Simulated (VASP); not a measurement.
# Ni (P6_3/mmc) in VASP: a series of runs

Ni is run at these levels: PBE; tasks: single point.

All numbers are computed with VASP 6.6.1; they aren't measurements. Logs are shortened: lines on timing, memory, paths and dates and some standing lists are left out, and cuts for length are marked.

### Step 1. The cell of the first run

Symmetry: P6_3/mmc, No. 194, hexagonal system. The conventional cell has a = 2.484 Å, b = 2.484 Å, c = 4.090 Å, α = 90.00°, β = 90.00°, γ = 120.00°. Ni (site symmetry -6m2) has 12 Ni at 2.48 to 2.50 Å within 3.3 Å.

This isn't the form of Ni at room conditions, which is fcc.

### Step 2. Single point, PBE, collinear spin, ferromagnetic start

INCAR

```
  ALGO = Normal
  EDIFF = 1E-7
  ENCUT = 520
  GGA = PE
  ISIF = 2
  ISMEAR = 0
  ISPIN = 2
  LASPH = True
  LCHARG = False
  LMAXMIX = 4
  LORBIT = 11
  LREAL = False
  LWAVE = False
  MAGMOM = 0.8 0.8
  NBANDS = 21
  NELM = 150
  PREC = Accurate
  SIGMA = 0.05
```

KPOINTS

```
k-points
0
Gamma
  20 20 10
```

POSCAR

```
Ni
1.0
    2.4835117988      0.0000000000      0.0000000000
   -1.2417558994      2.1507843084      0.0000000000
    0.0000000000      0.0000000000      4.0896851390
Ni
2
Direct
    0.3333333333      0.6666666667      0.7500000000
    0.6666666667      0.3333333333      0.2500000000
```

Potentials or basis: VASP PAW PBE potentials, release 64 (Ni).

Command:

```sh
cat potpaw_PBE.64/Ni/POTCAR > POTCAR
mpirun -np 1 vasp_std > vasp.out
```

OUTCAR:

```text
EDIFF = 1E-7
   ENCUT = 520
   GGA = PE
   ISIF = 2
   ISMEAR = 0
   ISPIN = 2
   LASPH = True
   LORBIT = 11
   LREAL = False
   NELM = 150
   PREC = Accurate

 ion  position               nearest neighbor table
   1  0.333  0.667  0.750-   2 2.50   2 2.50   2 2.50   2 2.50   2 2.50   2 2.50
   2  0.667  0.333  0.250-   1 2.50   1 2.50   1 2.50   1 2.50   1 2.50   1 2.50

  LATTYP: Found a hexagonal cell.
 ALAT       =     2.4835117988
 C/A-ratio  =     1.6467347330

  Lattice vectors:

 A1 = (   2.4835117988,   0.0000000000,   0.0000000000)
 A2 = (  -1.2417558994,   2.1507843084,   0.0000000000)
 A3 = (   0.0000000000,   0.0000000000,   4.0896851390)

Analysis of symmetry for initial positions (statically):
=====================================================================
 Subroutine PRICEL returns:
 Original cell was already a primitive cell.

 Routine SETGRP: Setting up the symmetry group for a
 hexagonal supercell.

 Subroutine GETGRP returns: Found 24 space group operations
 (whereof 12 operations were pure point group operations)
 out of a pool of 24 trial point group operations.

The static configuration has the point symmetry D_3d.
 The point group associated with its full space group is D_6h.

Analysis of symmetry for dynamics (positions and initial velocities):
=====================================================================
 Subroutine PRICEL returns:
 Original cell was already a primitive cell.

 Routine SETGRP: Setting up the symmetry group for a
 hexagonal supercell.

 Subroutine GETGRP returns: Found 24 space group operations
 (whereof 12 operations were pure point group operations)
 out of a pool of 24 trial point group operations.

The dynamic configuration has the point symmetry D_3d.
 The point group associated with its full space group is D_6h.

Analysis of structural, dynamic, and magnetic symmetry:
=====================================================================
 Subroutine PRICEL returns:
 Original cell was already a primitive cell.

 Routine SETGRP: Setting up the symmetry group for a
 hexagonal supercell.

 Subroutine GETGRP returns: Found 24 space group operations
 (whereof 12 operations were pure point group operations)
 out of a pool of 24 trial point group operations.

The overall configuration has the point symmetry D_3d.
 The point group associated with its full space group is D_6h.

 Subroutine INISYM returns: Found 24 space group operations
 (whereof 12 operations are pure point group operations),
 and found     1 'primitive' translations

----------------------------------------------------------------------------------------

                                     Primitive cell

  volume of cell :      21.8450

  direct lattice vectors                    reciprocal lattice vectors
     2.483511799  0.000000000  0.000000000     0.402655627  0.232473335  0.000000000
    -1.241755899  2.150784308  0.000000000     0.000000000  0.464946669  0.000000000
     0.000000000  0.000000000  4.089685139     0.000000000  0.000000000  0.244517601

  length of vectors
     2.483511799  2.483511799  4.089685139     0.464946669  0.464946669  0.244517601

  position of ions in fractional coordinates (direct lattice)
     0.333333333  0.666666667  0.750000000
     0.666666667  0.333333333  0.250000000

  ion indices of the primitive-cell ions
   primitive index   ion index
                 1           1
                 2           2

----------------------------------------------------------------------------------------

 KPOINTS: k-points

Automatic generation of k-mesh.
 Grid dimensions read from file:
 generate k-points for:   20   20   10

 Generating k-lattice:

  Cartesian coordinates                     Fractional coordinates (reciprocal lattice)
     0.020132781  0.011623667  0.000000000     0.050000000  0.000000000  0.000000000
     0.000000000  0.023247333  0.000000000     0.000000000  0.050000000  0.000000000
     0.000000000  0.000000000  0.024451760     0.000000000  0.000000000  0.100000000

  Length of vectors
     0.023247333  0.023247333  0.024451760

  Shift w.r.t. Gamma in fractional coordinates (k-lattice)
     0.000000000  0.000000000  0.000000000

 Subroutine IBZKPT returns following result:
 ===========================================

 Found    264 irreducible k-points:

 Following reciprocal coordinates:
            Coordinates               Weight
  0.000000  0.000000  0.000000      1.000000
  0.050000  0.000000  0.000000      6.000000
  0.100000  0.000000  0.000000      6.000000
  0.150000  0.000000  0.000000      6.000000
  0.200000  0.000000  0.000000      6.000000
  0.250000  0.000000  0.000000      6.000000
[... 16 lines left out ...]
  0.200000  0.100000  0.000000     12.000000
  0.250000  0.100000  0.000000     12.000000
 [... further k-points ...]
   k-points           NKPTS =    264   k-points in BZ     NKDIM =    264   number of bands    NBANDS=     21
   number of dos      NEDOS =    301   number of ions     NIONS =      2
   total plane-waves  NPLWV =   9720
   dimension x,y,z NGX =    18 NGY =   18 NGZ =   30
   dimension x,y,z NGXF=    36 NGYF=   36 NGZF=   60
   ions per type =               2
   NGX,Y,Z   is equivalent  to a cutoff of  12.05, 12.05, 12.20 a.u.
   NGXF,Y,Z  is equivalent  to a cutoff of  24.10, 24.10, 24.39 a.u.
 SYSTEM =  unknown system
   PREC   = accura    normal or accurate (medium, high low for compatibility)
   ISTART =      0    job   : 0-new  1-cont  2-samecut
   ICHARG =      2    charge: 1-file 2-atom 10-const
   ISPIN  =      2    spin polarized calculation?
   LNONCOLLINEAR =      F non collinear calculations
   LSORBIT =      F    spin-orbit coupling
   LASPH  =      T    aspherical Exc in radial PAW
   ENCUT  =  520.0 eV  38.22 Ry    6.18 a.u.   4.62  4.62  7.60*2*pi/ulx,y,z
   NELM   =    150;   NELMIN=  2; NELMDL= -5     # of ELM steps
   EDIFF  = 0.1E-06   stopping-criterion for ELM
   LREAL  =      F    real-space projection
   EDIFFG = 0.1E-05   stopping-criterion for IOM
   NSW    =      0    number of steps for IOM
   IBRION =     -1    ionic relax: 0-MD 1-quasi-New 2-CG
   NFREE  =      0    steps in history (QN), initial steepest desc. (CG)
   ISIF   =      2    stress and relaxation
   ISYM   =      2    0-nonsym 1-usesym 2-fastsym
   POTIM  = 0.5000    time-step for ionic-motion
   TEBEG  =    0.0;   TEEND  =   0.0 temperature during run
   PSTRESS=    0.0 pullay stress
   NELECT =      20.0000    total number of electrons
   NUPDOWN=      -1.0000    fix difference up-down
   EMIN   =  10.00;   EMAX   =-10.00  energy-range for DOS
   EFERMI =   0.00;   METHOD = LEGACY
   ISMEAR =     0;   SIGMA  =   0.05  broadening in eV -4-tet -1-fermi 0-gaus
   EFERMI_NEDOS =   21; number of points for ismear=-14 and -15
   IALGO  =     38    algorithm
   IMIX   =      4    mixing-type and parameters
     AMIX     =   0.40;   BMIX     =  1.00
     AMIX_MAG =   1.60;   BMIX_MAG =  1.00
  volume/ion in A,a.u.               =      10.92        73.71
  Fermi-wavevector in a.u.,A,eV,Ry     =   1.589646  3.003996 34.381588  2.526975
  Thomas-Fermi vector in A             =   2.688464
   LORBIT       =     11    0 simple, 1 ext, 2 COOP (PROOUT), +10 PAW based schemes
   GGA     = PE    functional components
   LHFCALC =     F    Hartree Fock is set to
   AEXX    =    0.0000 exact exchange contribution
   IVDW    =     0    specifies the selected vdW correction
   LEPSILON=     F    determine dielectric tensor
   LRPA    =     F    only Hartree local field effects (RPA)
 spin polarized calculation
 Gauss-broadening in eV      SIGMA  =   0.05
  energy-cutoff  :      520.00
  volume of cell :       21.85
 maximum number of plane-waves:       602
   NGX =  9   NGY =  9   NGZ = 15

 number of electron      20.0000015 magnetization       1.2692560

 Free energy of the ion-electron system (eV)
  ---------------------------------------------------
  ext. energy  EPLUGINS =         0.00000000
  ---------------------------------------------------
  free energy    TOTEN  =       -10.89063150 eV

  energy without entropy =      -10.88495485  energy(sigma->0) =      -10.88779318

 E-fermi :   9.3462     XC(G=0): -13.2313

 val. band max:        9.3452550679   @ k =   0.0500   0.0000   0.0000
 cond. band min:       9.3463711701   @ k =   0.2500   0.2500   0.0000
 fundamental gap:      0.0011161022
 Fermi energy:         9.3461957888

 spin component 1

 k-point     1 :       0.0000    0.0000    0.0000
  band No.  band energies     occupation
      1       0.3366      1.00000
      2       4.5151      1.00000
      3       6.8944      1.00000
      4       7.0055      1.00000
      5       7.0055      1.00000
      6       7.2652      1.00000
[... 13 lines left out ...]
     20      35.3108      0.00000
     21      39.7420      0.00000
[... 529 lines left out ...]
 k-point    24 :       0.2500    0.1000    0.0000
  band No.  band energies     occupation
      1       3.3398      1.00000
      2       5.4995      1.00000
      3       5.7996      1.00000
      4       6.2323      1.00000
      5       6.9933      1.00000
      6       7.0032      1.00000
[... 13 lines left out ...]
     20      34.3709      0.00000
     21      38.7088      0.00000

 [... further k-points ...]

 spin component 2

 k-point     1 :       0.0000    0.0000    0.0000
  band No.  band energies     occupation
      1       0.3049      1.00000
      2       4.9126      1.00000
      3       7.5995      1.00000
      4       7.6819      1.00000
      5       7.6819      1.00000
      6       7.9602      1.00000
[... 13 lines left out ...]
     20      35.3928      0.00000
     21      39.8081      0.00000
[... 529 lines left out ...]
 k-point    24 :       0.2500    0.1000    0.0000
  band No.  band energies     occupation
      1       3.3565      1.00000
      2       6.0302      1.00000
      3       6.2559      1.00000
      4       6.7760      1.00000
      5       7.6300      1.00000
      6       7.6384      1.00000
[... 13 lines left out ...]
     20      34.4717      0.00000
     21      38.6596      0.00000

 [... further k-points ...]

------------------------ aborting loop because EDIFF is reached ----------------------------------------

  FORCE on cell =-STRESS in cart. coord.  units (eV):
  Direction    XX          YY          ZZ          XY          YZ          ZX
  --------------------------------------------------------------------------------------
  -------------------------------------------------------------------------------------
  Total       -0.0187161     -0.0187161     -0.0206801      0.0000000      0.0000000      0.0000000
  in kB       -1.3726942     -1.3726942     -1.5167362      0.0000000      0.0000000      0.0000000
  external PRESSURE =      -1.4207082 kB  Pullay stress =       0.0000000 kB

 VOLUME and BASIS-vectors are now :
 -----------------------------------------------------------------------------
  energy-cutoff  :      520.00
  volume of cell :       21.85
      direct lattice vectors                 reciprocal lattice vectors
     2.483511799  0.000000000  0.000000000     0.402655627  0.232473335  0.000000000
    -1.241755899  2.150784308  0.000000000     0.000000000  0.464946669  0.000000000
     0.000000000  0.000000000  4.089685139     0.000000000  0.000000000  0.244517601

 POSITION                                       TOTAL-FORCE (eV/Angst)
 -----------------------------------------------------------------------------------
     -0.00000      1.43386      3.06726         0.000000     -0.000000      0.000000
      1.24176      0.71693      1.02242        -0.000000      0.000000      0.000000
 -----------------------------------------------------------------------------------
    total drift:                               -0.000000     -0.000000     -0.000000

  FREE ENERGIE OF THE ION-ELECTRON SYSTEM (eV)
  ---------------------------------------------------
  free  energy   TOTEN  =       -10.8906315034 eV

  energy  without entropy=      -10.8849548472  energy(sigma->0) =      -10.88779318

 total charge

# of ion       s       p       d       tot
------------------------------------------
    1        0.495   0.493   8.315   9.304
    2        0.495   0.493   8.315   9.304
--------------------------------------------------
tot          0.990   0.987  16.630  18.607

 magnetization (x)

# of ion       s       p       d       tot
------------------------------------------
    1       -0.005  -0.025   0.676   0.647
    2       -0.005  -0.025   0.676   0.647
--------------------------------------------------
tot         -0.009  -0.049   1.352   1.293
```

It took 3.6 min on 1 thread of Intel Xeon 8259CL, shared host; peak memory 0.27 GiB.

What came out:

```yaml
Free_energy: -10.8906 eV
Pressure: -0.1 GPa
Net_moment: 1.27 μB per cell
Site_moments: Ni +0.65 μB
Valence_electrons_inside_the_program's_atomic_spheres: Ni 9.30
```

### Step 3. Single point, PBE, collinear spin, antiferromagnetic start

INCAR

```
ALGO = Normal
EDIFF = 1E-6
ENCUT = 520
GGA = PE
ISIF = 2
ISMEAR = 0
ISPIN = 2
LASPH = T
LCHARG = T
LELF = T
LMAXMIX = 4
LORBIT = 11
LREAL = F
LVHAR = T
LWAVE = F
MAGMOM = 0.8 -0.8
NBANDS = 21
NELM = 150
PREC = Accurate
SIGMA = 0.05
```

KPOINTS is that of step 2.

POSCAR is that of step 2.

Potentials or basis: VASP PAW PBE potentials, release 64 (Ni).

Command:

```sh
cat potpaw_PBE.64/Ni/POTCAR > POTCAR
mpirun -np 1 vasp_std > vasp.out
```

Wall time 3.4 min (1 thread of Intel Xeon 8259CL, shared host); peak memory 0.27 GiB.

It converged, with:

```
Free energy                                           : -10.7847 eV
Pressure                                              : -0.7 GPa
Band gap on the k mesh                                : zero (filled and empty bands overlap)
Net moment                                            : 0.00 μB per cell
Site moments                                          : Ni +0.30, -0.30 μB
Valence electrons inside the program's atomic spheres : Ni 9.31
```

Stress tensor (GPa, compression positive):
```
-1.37  0.00  0.00
 0.00 -1.37  0.00
 0.00  0.00  0.51
```

Levels at points of the mesh, in eV from the Fermi level:
Spin up:
| k point | band 8 | band 9 | band 10 | band 11 | band 12 | band 13 |
| --- | --- | --- | --- | --- | --- | --- |
| (0.00, 0.00, 0.00) | -1.09 | -1.09 | -0.23 | -0.14 | -0.14 | 5.91 |
| (0.50, 0.00, 0.00) | -0.20 | 0.04 | 0.24 | 1.57 | 3.41 | 9.51 |
| (0.00, 0.00, 0.50) | -1.69 | -0.48 | -0.48 | -0.38 | -0.38 | 14.36 |
| (0.50, 0.00, 0.50) | -0.33 | -0.17 | 0.25 | 1.68 | 1.72 | 7.06 |
Spin down:
| k point | band 6 | band 7 | band 8 | band 9 | band 10 | band 11 | band 12 | band 13 | band 14 | band 15 |
| --- | --- | --- | --- | --- | --- | --- | --- | --- | --- | --- |
| (0.00, 0.00, 0.00) | -1.44 | -1.44 | -1.09 | -1.09 | -0.23 | -0.14 | -0.14 | 5.91 | 22.74 | 24.72 |
| (0.50, 0.00, 0.00) | -1.79 | -1.47 | -0.20 | 0.04 | 0.24 | 1.57 | 3.41 | 9.51 | 10.02 | 12.60 |
| (0.00, 0.00, 0.50) | -2.00 | -1.69 | -1.69 | -0.48 | -0.48 | -0.38 | -0.38 | 14.36 | 14.45 | 23.43 |
| (0.50, 0.00, 0.50) | -0.92 | -0.60 | -0.33 | -0.17 | 0.25 | 1.68 | 1.72 | 7.06 | 7.15 | 18.41 |
